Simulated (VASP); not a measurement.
# CaCu2S2 (P-3m1) in VASP: further runs

Aim: see how the results for CaCu2S2 move with the level of theory and the settings. Levels: PBE, r2SCAN. Tasks: single point.

Everything below comes from runs of VASP 6.6.1. Logs are shortened: lines on timing, memory, paths and dates and some standing lists are left out, and cuts for length are marked.

## Step 1: The cell of the first run

It takes space group P-3m1 (No. 164, trigonal). The conventional cell has a = 3.940 Å, b = 3.940 Å, c = 6.523 Å, α = 90.00°, β = 90.00°, γ = 120.00°. Within 3.7 Å of Ca (site symmetry -3m) lie 6 S at 2.81 Å and 6 Cu at 3.35 Å. Within 3.2 Å of Cu (site symmetry 3m) lie 4 S at 2.41 Å and 3 Cu at 2.79 Å. Within 3.2 Å of S (site symmetry 3m) lie 4 Cu at 2.41 Å and 3 Ca at 2.81 Å.

## Step 2: Single point, PBE

INCAR

```
ALGO = Normal
EDIFF = 1E-6
ENCUT = 520
GGA = PE
ISIF = 2
ISMEAR = 0
LASPH = T
LCHARG = F
LREAL = F
LWAVE = F
NBANDS = 30
NELM = 100
PREC = Accurate
SIGMA = 0.02
```

KPOINTS

```
k-points
0
Gamma
  12 12 4
```

POSCAR

```
CaCu2S2
1.0
    3.9399999606      0.0000000000      0.0000000000
   -1.9699999803      3.4121400568      0.0000000000
    0.0000000000      0.0000000000      6.5230000000
Ca Cu S
1 2 2
Direct
    0.0000000000      0.0000000000      0.0000000000
    0.3333333333      0.6666666667      0.3764900000
    0.6666666667      0.3333333333      0.6235100000
    0.3333333333      0.6666666667      0.7463000000
    0.6666666667      0.3333333333      0.2537000000
```

Potentials or basis: VASP PAW PBE potentials, release 64 (Ca_sv, Cu, S).

Started as:

```
cat potpaw_PBE.64/Ca_sv/POTCAR potpaw_PBE.64/Cu/POTCAR potpaw_PBE.64/S/POTCAR > POTCAR
mpirun -np 1 vasp_std > vasp.out
```

OUTCAR:

```text
EDIFF = 1E-6
   ENCUT = 520
   GGA = PE
   ISIF = 2
   ISMEAR = 0
   LASPH = T
   LREAL = F
   NELM = 100
   PREC = Accurate

 ion  position               nearest neighbor table
   1  0.000  0.000  0.000-   4 2.81   5 2.81   5 2.81   4 2.81   5 2.81   4 2.81
   2  0.333  0.667  0.376-   5 2.41   5 2.41   5 2.41   4 2.41   3 2.79   3 2.79   3 2.79
   3  0.667  0.333  0.624-   4 2.41   4 2.41   4 2.41   5 2.41   2 2.79   2 2.79   2 2.79
   4  0.333  0.667  0.746-   3 2.41   3 2.41   3 2.41   2 2.41   1 2.81   1 2.81   1 2.81
   5  0.667  0.333  0.254-   2 2.41   2 2.41   2 2.41   3 2.41   1 2.81   1 2.81   1 2.81

  LATTYP: Found a hexagonal cell.
 ALAT       =     3.9399999606
 C/A-ratio  =     1.6555837729

  Lattice vectors:

 A1 = (   3.9399999606,   0.0000000000,   0.0000000000)
 A2 = (  -1.9699999803,   3.4121400568,   0.0000000000)
 A3 = (   0.0000000000,   0.0000000000,   6.5230000000)

Analysis of symmetry for initial positions (statically):
=====================================================================
 Subroutine PRICEL returns:
 Original cell was already a primitive cell.

 Routine SETGRP: Setting up the symmetry group for a
 hexagonal supercell.

 Subroutine GETGRP returns: Found 12 space group operations
 (whereof 12 operations were pure point group operations)
 out of a pool of 24 trial point group operations.

The static configuration has the point symmetry D_3d.

Analysis of symmetry for dynamics (positions and initial velocities):
=====================================================================
 Subroutine PRICEL returns:
 Original cell was already a primitive cell.

 Routine SETGRP: Setting up the symmetry group for a
 hexagonal supercell.

 Subroutine GETGRP returns: Found 12 space group operations
 (whereof 12 operations were pure point group operations)
 out of a pool of 24 trial point group operations.

The dynamic configuration has the point symmetry D_3d.

 Subroutine INISYM returns: Found 12 space group operations
 (whereof 12 operations are pure point group operations),
 and found     1 'primitive' translations

----------------------------------------------------------------------------------------

                                     Primitive cell

  volume of cell :      87.6941

  direct lattice vectors                    reciprocal lattice vectors
     3.939999961  0.000000000  0.000000000     0.253807109  0.146535603  0.000000000
    -1.969999980  3.412140057  0.000000000     0.000000000  0.293071206  0.000000000
     0.000000000  0.000000000  6.523000000     0.000000000  0.000000000  0.153303695

  length of vectors
     3.939999961  3.939999961  6.523000000     0.293071206  0.293071206  0.153303695

  position of ions in fractional coordinates (direct lattice)
     0.000000000  0.000000000  0.000000000
     0.333333333  0.666666667  0.376490000
     0.666666667  0.333333333  0.623510000
     0.333333333  0.666666667  0.746300000
     0.666666667  0.333333333  0.253700000

  ion indices of the primitive-cell ions
   primitive index   ion index
                 1           1
                 2           2
                 3           3
                 4           4
                 5           5

----------------------------------------------------------------------------------------

 KPOINTS: k-points

Automatic generation of k-mesh.
 Grid dimensions read from file:
 generate k-points for:   12   12    4

 Generating k-lattice:

  Cartesian coordinates                     Fractional coordinates (reciprocal lattice)
     0.021150592  0.012211300  0.000000000     0.083333333  0.000000000  0.000000000
     0.000000000  0.024422600  0.000000000     0.000000000  0.083333333  0.000000000
     0.000000000  0.000000000  0.038325924     0.000000000  0.000000000  0.250000000

  Length of vectors
     0.024422600  0.024422600  0.038325924

  Shift w.r.t. Gamma in fractional coordinates (k-lattice)
     0.000000000  0.000000000  0.000000000

 Subroutine IBZKPT returns following result:
 ===========================================

 Found     69 irreducible k-points:

 Following reciprocal coordinates:
            Coordinates               Weight
  0.000000  0.000000  0.000000      1.000000
  0.083333 -0.000000  0.000000      6.000000
  0.166667  0.000000  0.000000      6.000000
  0.250000  0.000000  0.000000      6.000000
  0.333333  0.000000  0.000000      6.000000
  0.416667 -0.000000  0.000000      6.000000
[... 16 lines left out ...]
  0.166667  0.000000  0.250000      6.000000
  0.000000  0.166667  0.250000      6.000000
 [... further k-points ...]
   k-points           NKPTS =     69   k-points in BZ     NKDIM =     69   number of bands    NBANDS=     30
   number of dos      NEDOS =    301   number of ions     NIONS =      5
   total plane-waves  NPLWV =  45000
   dimension x,y,z NGX =    30 NGY =   30 NGZ =   50
   dimension x,y,z NGXF=    60 NGYF=   60 NGZF=  100
   ions per type =               1   2   2
   NGX,Y,Z   is equivalent  to a cutoff of  12.66, 12.66, 12.74 a.u.
   NGXF,Y,Z  is equivalent  to a cutoff of  25.32, 25.32, 25.49 a.u.
 SYSTEM =  unknown system
   PREC   = accura    normal or accurate (medium, high low for compatibility)
   ISTART =      0    job   : 0-new  1-cont  2-samecut
   ICHARG =      2    charge: 1-file 2-atom 10-const
   ISPIN  =      1    spin polarized calculation?
   LNONCOLLINEAR =      F non collinear calculations
   LSORBIT =      F    spin-orbit coupling
   LASPH  =      T    aspherical Exc in radial PAW
   ENCUT  =  520.0 eV  38.22 Ry    6.18 a.u.   7.33  7.33 12.13*2*pi/ulx,y,z
   NELM   =    100;   NELMIN=  2; NELMDL= -5     # of ELM steps
   EDIFF  = 0.1E-05   stopping-criterion for ELM
   LREAL  =      F    real-space projection
   EDIFFG = 0.1E-04   stopping-criterion for IOM
   NSW    =      0    number of steps for IOM
   IBRION =     -1    ionic relax: 0-MD 1-quasi-New 2-CG
   NFREE  =      0    steps in history (QN), initial steepest desc. (CG)
   ISIF   =      2    stress and relaxation
   ISYM   =      2    0-nonsym 1-usesym 2-fastsym
   POTIM  = 0.5000    time-step for ionic-motion
   TEBEG  =    0.0;   TEEND  =   0.0 temperature during run
   PSTRESS=    0.0 pullay stress
   NELECT =      44.0000    total number of electrons
   NUPDOWN=      -1.0000    fix difference up-down
   EMIN   =  10.00;   EMAX   =-10.00  energy-range for DOS
   EFERMI =   0.00;   METHOD = LEGACY
   ISMEAR =     0;   SIGMA  =   0.02  broadening in eV -4-tet -1-fermi 0-gaus
   EFERMI_NEDOS =   21; number of points for ismear=-14 and -15
   IALGO  =     38    algorithm
   IMIX   =      4    mixing-type and parameters
     AMIX     =   0.40;   BMIX     =  1.00
     AMIX_MAG =   1.60;   BMIX_MAG =  1.00
  volume/ion in A,a.u.               =      17.54       118.36
  Fermi-wavevector in a.u.,A,eV,Ry     =   1.300875  2.458297 23.024810  1.692276
  Thomas-Fermi vector in A             =   2.432045
   LORBIT       =      0    0 simple, 1 ext, 2 COOP (PROOUT), +10 PAW based schemes
   GGA     = PE    functional components
   LHFCALC =     F    Hartree Fock is set to
   AEXX    =    0.0000 exact exchange contribution
   IVDW    =     0    specifies the selected vdW correction
   LEPSILON=     F    determine dielectric tensor
   LRPA    =     F    only Hartree local field effects (RPA)
 non-spin polarized calculation
 Gauss-broadening in eV      SIGMA  =   0.02
  energy-cutoff  :      520.00
  volume of cell :       87.69
 maximum number of plane-waves:      2385
 NGX is ok and might be reduce to    30
   NGX = 15   NGY = 15   NGZ = 25

 number of electron      43.9999978 magnetization

 Free energy of the ion-electron system (eV)
  ---------------------------------------------------
  ext. energy  EPLUGINS =         0.00000000
  ---------------------------------------------------
  free energy    TOTEN  =       -22.32172948 eV

  energy without entropy =      -22.32172948  energy(sigma->0) =      -22.32172948

 E-fermi :   5.6774     XC(G=0): -10.4168

 val. band max:        5.5206989868   @ k =   0.0000   0.0000   0.0000
 cond. band min:       6.6210356769   @ k =   0.0000   0.0000   0.0000
 fundamental gap:      1.1003366901
 Fermi energy:         5.6773982613

 k-point     1 :       0.0000    0.0000    0.0000
  band No.  band energies     occupation
      1     -35.0145      2.00000
      2     -16.1290      2.00000
      3     -16.0177      2.00000
      4     -16.0177      2.00000
      5      -8.3919      2.00000
      6      -7.4949      2.00000
[... 22 lines left out ...]
     29       9.6064      0.00000
     30      11.6778      0.00000

 k-point     2 :       0.0833   -0.0000    0.0000
  band No.  band energies     occupation
      1     -35.0138      2.00000
      2     -16.1258      2.00000
      3     -16.0285      2.00000
      4     -16.0198      2.00000
      5      -8.3455      2.00000
      6      -7.4855      2.00000
[... 22 lines left out ...]
     29       9.5969      0.00000
     30      11.4888      0.00000

 k-point     3 :       0.1667    0.0000    0.0000
  band No.  band energies     occupation
      1     -35.0119      2.00000
      2     -16.1171      2.00000
      3     -16.0578      2.00000
      4     -16.0257      2.00000
      5      -8.2146      2.00000
      6      -7.4601      2.00000
[... 22 lines left out ...]
     29       9.9060      0.00000
     30      11.5083      0.00000

 k-point     4 :       0.2500    0.0000    0.0000
  band No.  band energies     occupation
      1     -35.0093      2.00000
      2     -16.1072      2.00000
      3     -16.0952      2.00000
      4     -16.0336      2.00000
      5      -8.0230      2.00000
      6      -7.4283      2.00000
[... 22 lines left out ...]
     29      10.2808      0.00000
     30      11.4440      0.00000

 k-point     5 :       0.3333    0.0000    0.0000
  band No.  band energies     occupation
      1     -35.0066      2.00000
      2     -16.1374      2.00000
      3     -16.0918      2.00000
      4     -16.0415      2.00000
      5      -7.8088      2.00000
      6      -7.4054      2.00000
[... 22 lines left out ...]
     29      10.5090      0.00000
     30      11.2592      0.00000
[... 526 lines left out ...]
     29      10.1235      0.00000
     30      11.2621      0.00000

 k-point    22 :       0.0000    0.0833    0.2500
  band No.  band energies     occupation
      1     -35.0138      2.00000
      2     -16.1265      2.00000
      3     -16.0285      2.00000
      4     -16.0199      2.00000
      5      -8.2360      2.00000
      6      -7.6243      2.00000
[... 22 lines left out ...]
     29      10.0402      0.00000
     30      11.6061      0.00000

 k-point    23 :       0.1667    0.0000    0.2500
  band No.  band energies     occupation
      1     -35.0119      2.00000
      2     -16.1177      2.00000
      3     -16.0578      2.00000
      4     -16.0257      2.00000
      5      -8.1264      2.00000
      6      -7.5671      2.00000
[... 22 lines left out ...]
     29      10.5241      0.00000
     30      10.8738      0.00000

 k-point    24 :       0.0000    0.1667    0.2500
  band No.  band energies     occupation
      1     -35.0119      2.00000
      2     -16.1177      2.00000
      3     -16.0577      2.00000
      4     -16.0257      2.00000
      5      -8.1142      2.00000
      6      -7.5829      2.00000
[... 22 lines left out ...]
     29      10.2226      0.00000
     30      11.5841      0.00000

 [... further k-points ...]

------------------------ aborting loop because EDIFF is reached ----------------------------------------

  FORCE on cell =-STRESS in cart. coord.  units (eV):
  Direction    XX          YY          ZZ          XY          YZ          ZX
  --------------------------------------------------------------------------------------
  -------------------------------------------------------------------------------------
  Total       -0.2981855     -0.2981855     -0.1829605      0.0000000      0.0000000      0.0000000
  in kB       -5.4478687     -5.4478687     -3.3427010      0.0000000      0.0000000      0.0000000
  external PRESSURE =      -4.7461462 kB  Pullay stress =       0.0000000 kB

 VOLUME and BASIS-vectors are now :
 -----------------------------------------------------------------------------
  energy-cutoff  :      520.00
  volume of cell :       87.69
      direct lattice vectors                 reciprocal lattice vectors
     3.939999961  0.000000000  0.000000000     0.253807109  0.146535603  0.000000000
    -1.969999980  3.412140057  0.000000000     0.000000000  0.293071206  0.000000000
     0.000000000  0.000000000  6.523000000     0.000000000  0.000000000  0.153303695

 POSITION                                       TOTAL-FORCE (eV/Angst)
 -----------------------------------------------------------------------------------
      0.00000      0.00000      0.00000        -0.000000      0.000000      0.000000
     -0.00000      2.27476      2.45584         0.000000     -0.000000     -0.004078
      1.97000      1.13738      4.06716        -0.000000      0.000000      0.004078
     -0.00000      2.27476      4.86811        -0.000000     -0.000000     -0.259843
      1.97000      1.13738      1.65489         0.000000      0.000000      0.259843
 -----------------------------------------------------------------------------------
    total drift:                                0.000000      0.000000      0.000000

  FREE ENERGIE OF THE ION-ELECTRON SYSTEM (eV)
  ---------------------------------------------------
  free  energy   TOTEN  =       -22.3217294818 eV

  energy  without entropy=      -22.3217294818  energy(sigma->0) =      -22.32172948
```

Wall time 4 min (1 thread of Intel Xeon Platinum 8488C (Sapphire Rapids), shared host); peak memory 0.31 GiB.

What came out:

```yaml
Free_energy: -22.3217 eV
Pressure: -0.5 GPa
Largest_force: 0.260 eV/Å
Band_gap_on_the_k_mesh: 1.10 eV
```

Forces on the atoms (eV/Å):
```
Ca   0.000  0.000  0.000
Cu   0.000  0.000 -0.004
Cu   0.000  0.000  0.004
S    0.000  0.000 -0.260
S    0.000  0.000  0.260
```

Levels at points of the mesh, in eV from the valence-band top:
```tsv
k point	band 20	band 21	band 22	band 23	band 24	band 25
(0.00, 0.00, 0.00)	-0.14	0.00	0.00	1.10	2.28	2.81
(0.50, 0.00, 0.00)	-1.59	-1.42	-0.62	2.03	3.30	4.02
(0.00, 0.00, 0.50)	-0.56	-0.28	-0.28	2.01	2.38	3.35
(0.50, 0.00, 0.50)	-1.59	-0.76	-0.48	1.99	2.98	3.03
```

## Step 3: Single point, r2SCAN

POSCAR is that of step 2.

INCAR.step1

```
ALGO     = Normal         # electronic algorithm
EDIFF    = 1E-4           # SCF threshold, eV
ENCUT    = 520            # plane-wave cutoff, eV
GGA      = PE             # functional
ISMEAR   = 0              # smearing method
LASPH    = True           # aspherical terms in the spheres
LCHARG   = False          # write CHGCAR
LREAL    = False          # projectors in reciprocal space
LWAVE    = True           # write WAVECAR
NBANDS   = 30             # bands
NELM     = 100            # most SCF steps
PREC     = Accurate       # precision mode
SIGMA    = 0.02           # smearing width, eV
```

INCAR.step2

```
ALGO     = Normal         # electronic algorithm
EDIFF    = 1E-7           # SCF threshold, eV
ENCUT    = 520            # plane-wave cutoff, eV
ISIF     = 2              # what is computed and relaxed
ISMEAR   = 0              # smearing method
ISTART   = 1            
LASPH    = True           # aspherical terms in the spheres
LCHARG   = False          # write CHGCAR
LMIXTAU  = True         
LREAL    = False          # projectors in reciprocal space
LWAVE    = False          # write WAVECAR
METAGGA  = R2SCAN         # meta-GGA
NBANDS   = 30             # bands
NELM     = 100            # most SCF steps
PREC     = Accurate       # precision mode
SIGMA    = 0.02           # smearing width, eV
```

KPOINTS is that of step 2.

Potentials or basis: VASP PAW PBE potentials, release 64 (Ca_sv, Cu, S).

Started as:

```
cat potpaw_PBE.64/Ca_sv/POTCAR potpaw_PBE.64/Cu/POTCAR potpaw_PBE.64/S/POTCAR > POTCAR
cp INCAR.step1 INCAR
mpirun -np 1 vasp_std > vasp.out
cp INCAR.step2 INCAR
mpirun -np 1 vasp_std > vasp.out
```

It took 12 min on 1 thread of Intel Xeon Platinum 8488C (Sapphire Rapids), shared host; peak memory 0.34 GiB.

It converged, with:

```
Free energy            : -50.1968 eV
Pressure               : -2.0 GPa
Largest force          : 0.362 eV/Å
Band gap on the k mesh : 1.57 eV
```

Forces in eV/Å, atoms in the order of the input:
```
Ca   0.000  0.000  0.000
Cu   0.000  0.000  0.044
Cu   0.000  0.000 -0.044
S    0.000  0.000 -0.362
S    0.000  0.000  0.362
```

Stress tensor (GPa, compression positive):
```
-2.08  0.00  0.00
 0.00 -2.08  0.00
 0.00  0.00 -1.78
```

Levels at points of the mesh, in eV from the valence-band top:
```csv
k point,band 19,band 20,band 21,band 22,band 23,band 24,band 25,band 26
"(0.00, 0.00, 0.00)",-0.62,-0.12,0.00,0.00,1.57,2.65,3.13,3.65
"(0.50, 0.00, 0.00)",-1.60,-1.57,-1.40,-0.61,2.30,3.70,4.40,5.49
"(0.00, 0.00, 0.50)",-0.55,-0.55,-0.28,-0.28,2.41,2.76,3.70,3.70
"(0.50, 0.00, 0.50)",-1.60,-1.56,-0.77,-0.48,2.27,3.29,3.49,4.68
```

Caveat: the PAW data sets were made with another functional, which shifts forces and pressure a little.
